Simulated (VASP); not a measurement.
# Ti4O in VASP: a series of runs, part 2 of 2

VASP 6.6.1. Earlier steps stand in the parts before.

## Step 3: Single point, PBEsol

Input file INCAR:

```
PREC = Accurate ; ENCUT = 520
EDIFF = 1E-6 ; ISMEAR = 0
SIGMA = 0.1 ; LREAL = F
LASPH = T ; NELM = 80
ALGO = Normal ; ISIF = 2
LWAVE = F ; LCHARG = F
LDIPOL = T ; IDIPOL = 3
DIPOL = 0.5 0.5 0.376 ; GGA = PS
NBANDS = 35
```

Input file KPOINTS:

```
regular mesh
0
Gamma
  9 9 1
```

Input file POSCAR:

```
Ti4O
1.0
    2.8999670177      0.0000000000      0.0000000000
   -1.4499835088      2.5114451074      0.0000000000
    0.0000000000      0.0000000000     22.3116752696
Ti O
4 1
Direct
    0.6666666666      0.3333333333      0.1792783353
    0.3333333334      0.6666666667      0.2821522919
    0.6666666666      0.3333333333      0.3887032030
    0.3333333334      0.6666666667      0.4845747860
    0.5000000000      1.0000000000      0.5472693067
```

Potentials or basis: VASP PAW PBE potentials, release 64 (Ti_sv, O).

Started as:

```bash
> cat potpaw_PBE.64/Ti_sv/POTCAR potpaw_PBE.64/O/POTCAR > POTCAR
> mpirun -np 1 vasp_std > vasp.out
```

OUTCAR:

```text
PREC = Accurate
   ENCUT = 520
   EDIFF = 1E-6
   ISMEAR = 0
   LREAL = F
   LASPH = T
   NELM = 80
   ISIF = 2
   GGA = PS

 ion  position               nearest neighbor table
   1  0.667  0.333  0.179-   2 2.84   2 2.84   2 2.84
   2  0.333  0.667  0.282-   1 2.84   1 2.84   1 2.84   3 2.91   3 2.91   3 2.91
   3  0.667  0.333  0.389-   4 2.72   4 2.72   4 2.72   2 2.91   2 2.91   2 2.91
   4  0.333  0.667  0.485-   5 1.63   3 2.72   3 2.72   3 2.72
   5  0.500  0.000  0.547-   4 1.63

  LATTYP: Found a hexagonal cell.
 ALAT       =     2.8999670177
 C/A-ratio  =     7.6937686303

  Lattice vectors:

 A1 = (   2.8999670177,   0.0000000000,   0.0000000000)
 A2 = (  -1.4499835088,   2.5114451074,   0.0000000000)
 A3 = (   0.0000000000,   0.0000000000,  22.3116752696)

Analysis of symmetry for initial positions (statically):
=====================================================================
 Subroutine PRICEL returns:
 Original cell was already a primitive cell.

 Routine SETGRP: Setting up the symmetry group for a
 hexagonal supercell.

 Subroutine GETGRP returns: Found  2 space group operations
 (whereof  2 operations were pure point group operations)
 out of a pool of 24 trial point group operations.

The static configuration has the point symmetry C_1h.

Analysis of symmetry for dynamics (positions and initial velocities):
=====================================================================
 Subroutine PRICEL returns:
 Original cell was already a primitive cell.

 Routine SETGRP: Setting up the symmetry group for a
 hexagonal supercell.

 Subroutine GETGRP returns: Found  2 space group operations
 (whereof  2 operations were pure point group operations)
 out of a pool of 24 trial point group operations.

The dynamic configuration has the point symmetry C_1h.

 Subroutine INISYM returns: Found  2 space group operations
 (whereof  2 operations are pure point group operations),
 and found     1 'primitive' translations
[... 126 lines left out ...]
   LHFCALC =     F    Hartree Fock is set to
   AEXX    =    0.0000 exact exchange contribution
   IVDW    =     0    specifies the selected vdW correction
   LEPSILON=     F    determine dielectric tensor
   LRPA    =     F    only Hartree local field effects (RPA)
 non-spin polarized calculation
 Gauss-broadening in eV      SIGMA  =   0.10
  energy-cutoff  :      520.00
  volume of cell :      162.50
 maximum number of plane-waves:      4439
 NGX is ok and might be reduce to    24
   NGX = 11   NGY = 11   NGZ = 83

 dipolmoment           0.000000      0.000000     -0.006236 electrons x Angstroem

 number of electron      53.9999987 magnetization

 dipolmoment           0.000000      0.000000      0.129605 electrons x Angstroem

 Free energy of the ion-electron system (eV)
  ---------------------------------------------------
  ext. energy  EPLUGINS =         0.00000000
  ---------------------------------------------------
  free energy    TOTEN  =       -39.76818082 eV

  energy without entropy =      -39.73097625  energy(sigma->0) =      -39.74957854

 E-fermi :   0.2376     XC(G=0):  -6.1102

 val. band max:        0.2238757765   @ k =  -0.2222  -0.4444   0.0000
 cond. band min:       0.2476389584   @ k =   0.1111   0.1111   0.0000
 fundamental gap:      0.0237631819
 Fermi energy:         0.2375759294

 k-point     1 :       0.0000    0.0000    0.0000
  band No.  band energies     occupation
      1     -56.4347      2.00000
      2     -56.2365      2.00000
      3     -56.1023      2.00000
      4     -55.9678      2.00000
      5     -33.0004      2.00000
      6     -32.9174      2.00000
[... 901 lines left out ...]
     34       2.6808      0.00000
     35       2.8550      0.00000

 [... further k-points ...]

------------------------ aborting loop because EDIFF is reached ----------------------------------------

 vacuum level on the upper side and lower side of the slab       (xc-potential included)         1.435        -1.752

  FORCE on cell =-STRESS in cart. coord.  units (eV):
  Direction    XX          YY          ZZ          XY          YZ          ZX
  --------------------------------------------------------------------------------------
  -------------------------------------------------------------------------------------
  Total        1.0563162      1.4178549      1.6073625      0.0000000      2.4591201      0.0000000
  in kB       10.4149118     13.9795578     15.8480371      0.0000000     24.2460719      0.0000000
  external PRESSURE =      13.4141689 kB  Pullay stress =       0.0000000 kB

 VOLUME and BASIS-vectors are now :
 -----------------------------------------------------------------------------
  energy-cutoff  :      520.00
  volume of cell :      162.50
      direct lattice vectors                 reciprocal lattice vectors
     2.899967018  0.000000000  0.000000000     0.344831508  0.199088564  0.000000000
    -1.449983509  2.511445107  0.000000000     0.000000000  0.398177128  0.000000000
     0.000000000  0.000000000 22.311675270     0.000000000  0.000000000  0.044819584

 POSITION                                       TOTAL-FORCE (eV/Angst)
 -----------------------------------------------------------------------------------
      1.44998      0.83715      4.00000         0.000000      0.001225      0.649376
      0.00000      1.67430      6.29529        -0.000000     -0.026124     -0.481047
      1.44998      0.83715      8.67262         0.000000      0.313925     -1.629806
      0.00000      1.67430     10.81168        -0.000000     -2.449445      1.167265
      1.44998      0.00000     12.21050         0.000000      2.160420      0.294212
 -----------------------------------------------------------------------------------
    total drift:                               -0.000000      0.000066     -0.000285

  FREE ENERGIE OF THE ION-ELECTRON SYSTEM (eV)
  ---------------------------------------------------
  free  energy   TOTEN  =       -39.7681808229 eV

  energy  without entropy=      -39.7309762516  energy(sigma->0) =      -39.74957854

 vacuum level on the upper side and lower side of the slab         7.895         4.633
```

stdout:

```text
POSCAR found type information on POSCAR TiO
 POSCAR found :  2 types and       5 ions
 scaLAPACK will be used
 -----------------------------------------------------------------------------
|                                                                             |
|                                                                             |
|     You enforced a specific xc type in the INCAR file but a different       |
|     I HOPE YOU KNOW WHAT YOU ARE DOING!                                     |
|                                                                             |
 -----------------------------------------------------------------------------

 LDA part: xc-table for (Slater+PW92), standard interpolation
 POSCAR, INCAR and KPOINTS ok, starting setup
 FFT: planning ... GRIDC
 FFT: planning ... GRID_SOFT
 FFT: planning ... GRID
 WAVECAR not read
 entering main loop
```

Run time: 7 min. Hardware: 1 thread of AMD EPYC 7R43 (Zen 3), shared host; peak memory 0.31 GiB.

Results:

```yaml
Free_energy: -39.7682 eV
Largest_force: 2.713 eV/Å
Band_gap_on_the_k_mesh: zero (band 27 reaches 0.81 eV, above the bottom of band 28 at -0.08 eV)
```

Forces in eV/Å, atoms in the order of the input:
```
Ti   0.000  0.001  0.649
Ti   0.000 -0.026 -0.481
Ti   0.000  0.314 -1.630
Ti   0.000 -2.449  1.167
O    0.000  2.160  0.294
```

Levels at points of the mesh, in eV from the Fermi level:
```tsv
k point	band 24	band 25	band 26	band 27	band 28	band 29	band 30	band 31
(0.00, 0.00, 0.00)	-1.10	-0.14	0.40	0.57	0.74	0.75	0.80	0.86
```

Caveat: the PAW data sets were made with another functional, which shifts forces and pressure a little.

## Step 4: Single point, PBEsol

Input file INCAR:

```
PREC = Accurate
ENCUT = 520
EDIFF = 1E-6
ISMEAR = 0
SIGMA = 0.1
LREAL = F
LASPH = T
NELM = 60
ALGO = Normal
ISIF = 2
LWAVE = F
LCHARG = F
LDIPOL = T
IDIPOL = 3
DIPOL = 0.5 0.5 0.376
GGA = PS
NBANDS = 35
```

KPOINTS is that of step 3.

Input file POSCAR:

```
Ti4O
1.0
    2.8999670177      0.0000000000      0.0000000000
   -1.4499835088      2.5114451074      0.0000000000
    0.0000000000      0.0000000000     22.3116752696
Ti O
4 1
Direct
    0.6666666667      0.3333333334      0.1792783353
    0.3333333333      0.6666666666      0.2821522919
    0.6666666667      0.3333333334      0.3887032030
    0.3333333333      0.6666666666      0.4845747860
    0.6666666667      0.8333333333      0.5471698187
```

Potentials or basis: VASP PAW PBE potentials, release 64 (Ti_sv, O).

Started as:

```bash
> cat potpaw_PBE.64/Ti_sv/POTCAR potpaw_PBE.64/O/POTCAR > POTCAR
> mpirun -np 1 vasp_std > vasp.out
```

OUTCAR:

```text
PREC = Accurate
   ENCUT = 520
   EDIFF = 1E-6
   ISMEAR = 0
   LREAL = F
   LASPH = T
   NELM = 60
   ISIF = 2
   GGA = PS

 ion  position               nearest neighbor table
   1  0.667  0.333  0.179-   2 2.84   2 2.84   2 2.84
   2  0.333  0.667  0.282-   1 2.84   1 2.84   1 2.84   3 2.91   3 2.91   3 2.91
   3  0.667  0.333  0.389-   4 2.72   4 2.72   4 2.72   2 2.91   2 2.91   2 2.91
   4  0.333  0.667  0.485-   5 1.63   3 2.72   3 2.72   3 2.72
   5  0.667  0.833  0.547-   4 1.63

  LATTYP: Found a hexagonal cell.
 ALAT       =     2.8999670177
 C/A-ratio  =     7.6937686303

  Lattice vectors:

 A1 = (   2.8999670177,   0.0000000000,   0.0000000000)
 A2 = (  -1.4499835088,   2.5114451074,   0.0000000000)
 A3 = (   0.0000000000,   0.0000000000,  22.3116752696)

Analysis of symmetry for initial positions (statically):
=====================================================================
 Subroutine PRICEL returns:
 Original cell was already a primitive cell.

 Routine SETGRP: Setting up the symmetry group for a
 hexagonal supercell.

 Subroutine GETGRP returns: Found  2 space group operations
 (whereof  2 operations were pure point group operations)
 out of a pool of 24 trial point group operations.

The static configuration has the point symmetry C_1h.

Analysis of symmetry for dynamics (positions and initial velocities):
=====================================================================
 Subroutine PRICEL returns:
 Original cell was already a primitive cell.

 Routine SETGRP: Setting up the symmetry group for a
 hexagonal supercell.

 Subroutine GETGRP returns: Found  2 space group operations
 (whereof  2 operations were pure point group operations)
 out of a pool of 24 trial point group operations.

The dynamic configuration has the point symmetry C_1h.

 Subroutine INISYM returns: Found  2 space group operations
 (whereof  2 operations are pure point group operations),
 and found     1 'primitive' translations

----------------------------------------------------------------------------------------

                                     Primitive cell

  volume of cell :     162.4983

  direct lattice vectors                    reciprocal lattice vectors
     2.899967018  0.000000000  0.000000000     0.344831508  0.199088564  0.000000000
    -1.449983509  2.511445107  0.000000000     0.000000000  0.398177128  0.000000000
     0.000000000  0.000000000 22.311675270     0.000000000  0.000000000  0.044819584

  length of vectors
     2.899967018  2.899967018 22.311675270     0.398177128  0.398177128  0.044819584

  position of ions in fractional coordinates (direct lattice)
     0.666666667  0.333333333  0.179278335
     0.333333333  0.666666667  0.282152292
     0.666666667  0.333333333  0.388703203
     0.333333333  0.666666667  0.484574786
     0.666666667  0.833333333  0.547169819

  ion indices of the primitive-cell ions
   primitive index   ion index
                 1           1
                 2           2
                 3           3
                 4           4
                 5           5

[... 51 lines left out ...]
  0.444444  0.333333  0.000000      4.000000
   k-points           NKPTS =     25   k-points in BZ     NKDIM =     25   number of bands    NBANDS=     35
   number of dos      NEDOS =    301   number of ions     NIONS =      5
   total plane-waves  NPLWV =  96768
   dimension x,y,z NGX =    24 NGY =   24 NGZ =  168
   dimension x,y,z NGXF=    48 NGYF=   48 NGZF=  336
   ions per type =               4   1
   NGX,Y,Z   is equivalent  to a cutoff of  13.76, 13.76, 12.52 a.u.
   NGXF,Y,Z  is equivalent  to a cutoff of  27.52, 27.52, 25.04 a.u.
 SYSTEM =  unknown system
   PREC   = accura    normal or accurate (medium, high low for compatibility)
   ISTART =      0    job   : 0-new  1-cont  2-samecut
   ICHARG =      2    charge: 1-file 2-atom 10-const
   ISPIN  =      1    spin polarized calculation?
   LNONCOLLINEAR =      F non collinear calculations
   LSORBIT =      F    spin-orbit coupling
   LASPH  =      T    aspherical Exc in radial PAW
   ENCUT  =  520.0 eV  38.22 Ry    6.18 a.u.   5.39  5.39 41.48*2*pi/ulx,y,z
   NELM   =     60;   NELMIN=  2; NELMDL= -5     # of ELM steps
   EDIFF  = 0.1E-05   stopping-criterion for ELM
   LREAL  =      F    real-space projection
   EDIFFG = 0.1E-04   stopping-criterion for IOM
   NSW    =      0    number of steps for IOM
   IBRION =     -1    ionic relax: 0-MD 1-quasi-New 2-CG
   NFREE  =      0    steps in history (QN), initial steepest desc. (CG)
   ISIF   =      2    stress and relaxation
   ISYM   =      2    0-nonsym 1-usesym 2-fastsym
   POTIM  = 0.5000    time-step for ionic-motion
   TEBEG  =    0.0;   TEEND  =   0.0 temperature during run
   PSTRESS=    0.0 pullay stress
   NELECT =      54.0000    total number of electrons
   NUPDOWN=      -1.0000    fix difference up-down
   EMIN   =  10.00;   EMAX   =-10.00  energy-range for DOS
   EFERMI =   0.00;   METHOD = LEGACY
   ISMEAR =     0;   SIGMA  =   0.10  broadening in eV -4-tet -1-fermi 0-gaus
   EFERMI_NEDOS =   21; number of points for ismear=-14 and -15
   IALGO  =     38    algorithm
   IMIX   =      4    mixing-type and parameters
     AMIX     =   0.40;   BMIX     =  1.00
     AMIX_MAG =   1.60;   BMIX_MAG =  1.00
  volume/ion in A,a.u.               =      32.50       219.32
  Fermi-wavevector in a.u.,A,eV,Ry     =   1.133939  2.142834 17.494618  1.285818
  Thomas-Fermi vector in A             =   2.270643
   LORBIT       =      0    0 simple, 1 ext, 2 COOP (PROOUT), +10 PAW based schemes
   GGA     = PS    functional components
   LHFCALC =     F    Hartree Fock is set to
   AEXX    =    0.0000 exact exchange contribution
   IVDW    =     0    specifies the selected vdW correction
   LEPSILON=     F    determine dielectric tensor
   LRPA    =     F    only Hartree local field effects (RPA)
 non-spin polarized calculation
 Gauss-broadening in eV      SIGMA  =   0.10
  energy-cutoff  :      520.00
  volume of cell :      162.50
 maximum number of plane-waves:      4439
 NGX is ok and might be reduce to    24
   NGX = 11   NGY = 11   NGZ = 83

 dipolmoment           0.000000      0.000000     -0.004555 electrons x Angstroem

 number of electron      53.9999988 magnetization

 dipolmoment           0.000000      0.000000      0.135590 electrons x Angstroem

 Free energy of the ion-electron system (eV)
  ---------------------------------------------------
  ext. energy  EPLUGINS =         0.00000000
  ---------------------------------------------------
  free energy    TOTEN  =       -39.81796609 eV

  energy without entropy =      -39.78169244  energy(sigma->0) =      -39.79982926

 E-fermi :   0.1640     XC(G=0):  -6.1129

 val. band max:        0.1394031487   @ k =   0.0000   0.3333   0.0000
 cond. band min:       0.1662134660   @ k =   0.0000   0.4444   0.0000
 fundamental gap:      0.0268103174
 Fermi energy:         0.1640484408

 k-point     1 :       0.0000    0.0000    0.0000
  band No.  band energies     occupation
      1     -56.5122      2.00000
      2     -56.3027      2.00000
      3     -56.0850      2.00000
      4     -55.9472      2.00000
      5     -33.0490      2.00000
      6     -32.9046      2.00000
[... 901 lines left out ...]
     34       2.6671      0.00000
     35       2.8205      0.00000

 [... further k-points ...]

------------------------ aborting loop because EDIFF is reached ----------------------------------------

 vacuum level on the upper side and lower side of the slab       (xc-potential included)         1.494        -1.827

  FORCE on cell =-STRESS in cart. coord.  units (eV):
  Direction    XX          YY          ZZ          XY          YZ          ZX
  --------------------------------------------------------------------------------------
  -------------------------------------------------------------------------------------
  Total        1.3824870      1.1428320      1.5311876      0.2075473      1.5491422      2.6831888
  in kB       13.6308427     11.2679278     15.0969788      2.0463443     15.2740049     26.4553121
  external PRESSURE =      13.3319164 kB  Pullay stress =       0.0000000 kB

 VOLUME and BASIS-vectors are now :
 -----------------------------------------------------------------------------
  energy-cutoff  :      520.00
  volume of cell :      162.50
      direct lattice vectors                 reciprocal lattice vectors
     2.899967018  0.000000000  0.000000000     0.344831508  0.199088564  0.000000000
    -1.449983509  2.511445107  0.000000000     0.000000000  0.398177128  0.000000000
     0.000000000  0.000000000 22.311675270     0.000000000  0.000000000  0.044819584

 POSITION                                       TOTAL-FORCE (eV/Angst)
 -----------------------------------------------------------------------------------
      1.44998      0.83715      4.00000        -0.004209     -0.002430      0.653809
      0.00000      1.67430      6.29529         0.014534      0.008391     -0.519198
      1.44998      0.83715      8.67262         0.013391      0.007732     -1.524457
      0.00000      1.67430     10.81168        -1.992590     -1.150422      1.094757
      0.72499      2.09287     12.20828         1.968874      1.136730      0.295090
 -----------------------------------------------------------------------------------
    total drift:                                0.000151      0.000088     -0.000269

  FREE ENERGIE OF THE ION-ELECTRON SYSTEM (eV)
  ---------------------------------------------------
  free  energy   TOTEN  =       -39.8179660874 eV

  energy  without entropy=      -39.7816924392  energy(sigma->0) =      -39.79982926

 vacuum level on the upper side and lower side of the slab         7.970         4.557
```

It took 6.8 min on 1 thread of AMD EPYC 7R43 (Zen 3), shared host; peak memory 0.31 GiB.

Results:

| Quantity | Value |
| --- | --- |
| Free energy | -39.8180 eV |
| Largest force | 2.548 eV/Å |
| Band gap on the k mesh | zero (band 27 reaches 0.74 eV, above the bottom of band 28 at -0.12 eV) |

Forces on the atoms (eV/Å):
```
Ti  -0.004 -0.002  0.654
Ti   0.015  0.008 -0.519
Ti   0.013  0.008 -1.524
Ti  -1.993 -1.150  1.095
O    1.969  1.137  0.295
```

Caveat: the PAW data sets were made with another functional, which shifts forces and pressure a little.
